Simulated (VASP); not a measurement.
Set up this calculation in VASP 6.6.1, as the native input.

```
Task                    : single point
Functional              : PBE
Potentials or basis     : VASP PAW PBE potentials, release 64 (C, Si)
Cutoff                  : 520 eV
k mesh                  : 8 × 8 × 6
Occupations             : fermi-dirac, width 0.1367 eV
Spin                    : no spin polarisation
Dipole correction       : no
k mesh for the DOS      : 12 × 12 × 9
Occupations for the DOS : tetrahedron
Further INCAR settings  : ALGO = Normal; EDIFF = 1e-06; NBANDS = 28
```

The system is SiC2.

```
CELL_PARAMETERS angstrom
4.92097 0.00000 0.00000
-2.46048 4.26168 0.00000
0.00000 0.00000 5.41980
ATOMIC_POSITIONS crystal
C 0.41300 0.27110 0.21720
C 0.72890 0.14190 0.55053
C 0.85810 0.58700 0.88387
C 0.27110 0.41300 0.78280
C 0.14190 0.72890 0.44947
C 0.58700 0.85810 0.11613
Si 0.46730 0.00000 0.33330
Si 0.00000 0.46730 0.66663
Si 0.53270 0.53270 0.99997
```

One way to write it, as run:

POSCAR

```
SiC2
1.0
    4.9209670000      0.0000000000      0.0000000000
   -2.4604830000      4.2616820000      0.0000000000
    0.0000000000      0.0000000000      5.4197990000
C Si
6 3
Direct
    0.4130000000      0.2711000000      0.2172000000
    0.7289000000      0.1419000000      0.5505300000
    0.8581000000      0.5870000000      0.8838700000
    0.2711000000      0.4130000000      0.7828000000
    0.1419000000      0.7289000000      0.4494700000
    0.5870000000      0.8581000000      0.1161300000
    0.4673000000      0.0000000000      0.3333000000
    0.0000000000      0.4673000000      0.6666300000
    0.5327000000      0.5327000000      0.9999700000
```

INCAR.step1

```
SYSTEM = SiC2
PREC     = Accurate       ! precision mode
ENCUT    = 520            ! plane-wave cutoff, eV
EDIFF    = 1E-6           ! SCF threshold, eV
ISMEAR   = -1             ! smearing method
SIGMA    = 0.1367         ! smearing width, eV
LREAL    = .FALSE.        ! projectors in reciprocal space
LASPH    = .TRUE.         ! aspherical terms in the spheres
NELM     = 80             ! most SCF steps
ALGO     = Normal         ! electronic algorithm
ISIF     = 2              ! what is computed and relaxed
LWAVE    = .FALSE.        ! write WAVECAR
LCHARG   = .TRUE.         ! write CHGCAR
GGA      = PE             ! functional
NBANDS   = 28             ! bands
```

KPOINTS.step1

```
regular mesh
0
G
  8 8 6
  0 0 0
```

INCAR.step2

```
SYSTEM = SiC2
PREC     = Accurate       ! precision mode
ENCUT    = 520            ! plane-wave cutoff, eV
EDIFF    = 1E-6           ! SCF threshold, eV
ISMEAR   = -5             ! smearing method
SIGMA    = 0.1367         ! smearing width, eV
LREAL    = .FALSE.        ! projectors in reciprocal space
LASPH    = .TRUE.         ! aspherical terms in the spheres
NELM     = 80             ! most SCF steps
ALGO     = Normal         ! electronic algorithm
ISIF     = 2              ! what is computed and relaxed
LWAVE    = .FALSE.        ! write WAVECAR
LCHARG   = .FALSE.        ! write CHGCAR
GGA      = PE             ! functional
LORBIT   = 11             ! projections on sites
NBANDS   = 28             ! bands
NEDOS    = 2001           ! points of the DOS
ICHARG   = 11             ! starting density
```

KPOINTS.step2

```
regular mesh
0
G
  12 12 9
  0 0 0
```

Potentials or basis: VASP PAW PBE potentials, release 64 (C, Si).

Run with:

```sh
$ cat potpaw_PBE.64/C/POTCAR potpaw_PBE.64/Si/POTCAR > POTCAR
$ cp INCAR.step1 INCAR
$ cp KPOINTS.step1 KPOINTS
$ mpirun -np 1 vasp_std > vasp.out
$ cp INCAR.step2 INCAR
$ cp KPOINTS.step2 KPOINTS
$ mpirun -np 1 vasp_std > vasp.out
```

Results of the run:

```yaml
Valence_electrons_inside_the_program's_atomic_spheres: C 2.54; Si 2.22
```

It took 35 min on 1 thread of Oxide Virtual Turin-like Processor, on a shared host, peak memory 1.3 GiB.
